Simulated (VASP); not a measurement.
A run of VASP 6.6.1 is set up as follows.

INCAR

```
SYSTEM = SnTe
PREC = Accurate
ENCUT = 520
EDIFF = 1E-6
ISMEAR = -1
SIGMA = 0.05
LREAL = .FALSE.
LASPH = .TRUE.
NELM = 60
ALGO = Normal
ISIF = 2
LWAVE = .FALSE.
LCHARG = .FALSE.
GGA = PS
IVDW = 12
NBANDS = 17
```

KPOINTS

```
Automatic mesh
0
G
  7 7 7
  0 0 0
```

POSCAR

```
SnTe
1.0
    0.0000000000      3.1717171644      3.1717171644
    3.1717171644      0.0000000000      3.1717171644
    3.1717171644      3.1717171644      0.0000000000
Te Sn
1 1
Direct
    0.5000000000      0.5000000000      0.5000000000
    0.0000000000      0.0000000000      0.0000000000
```

Potentials or basis: VASP PAW PBE potentials, release 64 (Te, Sn_d).

Command:

```sh
$ cat potpaw_PBE.64/Te/POTCAR potpaw_PBE.64/Sn_d/POTCAR > POTCAR
$ mpirun -np 1 vasp_std > vasp.out
```

**Question.** Estimate the pressure.

**Answer.** -3.2 GPa.

**Question.** Predict the dispersion energy per atom.

**Answer.** -0.381 eV.

Caveat: the PAW data sets were made with another functional, which shifts forces and pressure a little.
